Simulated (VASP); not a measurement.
A run of VASP 6.6.1:

Contents of INCAR:

```
SYSTEM = SnBi2Te2S2
PREC = Accurate ; ENCUT = 520
EDIFF = 1E-7 ; ISMEAR = -1
SIGMA = 0.1326 ; LREAL = .False.
LASPH = .True. ; NELM = 100
ALGO = Normal ; ISIF = 2
LWAVE = .False. ; LCHARG = .False.
GGA = PE ; NBANDS = 43
```

File KPOINTS:

```
regular mesh
0
Gamma
  8 8 8
  0 0 0
```

POSCAR

```
SnBi2Te2S2
1.0
    2.1268810000      3.6838610000      0.0000000000
   -2.1268810000      3.6838610000      0.0000000000
    0.0000000000     -2.4559080000     13.4194200000
Bi Sn Te S
2 1 2 2
Direct
    0.5813900000      0.5813900000      0.7441700000
    0.4186100000      0.4186100000      0.2558300000
    0.0000000000      0.0000000000      0.0000000000
    0.8706600000      0.8706600000      0.6119800000
    0.1293400000      0.1293400000      0.3880200000
    0.2913400000      0.2913400000      0.8740200000
    0.7086600000      0.7086600000      0.1259800000
```

Potentials or basis: VASP PAW PBE potentials, release 64 (Bi_d, Sn_d, Te, S).

Launch:

```sh
$ cat potpaw_PBE.64/Bi_d/POTCAR potpaw_PBE.64/Sn_d/POTCAR potpaw_PBE.64/Te/POTCAR potpaw_PBE.64/S/POTCAR > POTCAR
$ mpirun -np 1 vasp_std > vasp.out
```

Hardware: 1 thread of Intel(R) Xeon(R) Platinum 8259CL CPU @ 2.50GHz (Skylake/Cascade Lake) (shared host).

Question: How long does it take, and how much memory?

Answer: Wall time 12 min on 1 thread of Intel(R) Xeon(R) Platinum 8259CL CPU @ 2.50GHz (Skylake/Cascade Lake) (shared host), peak memory 0.71 GiB. Counts: scf iterations 16, k points 65.
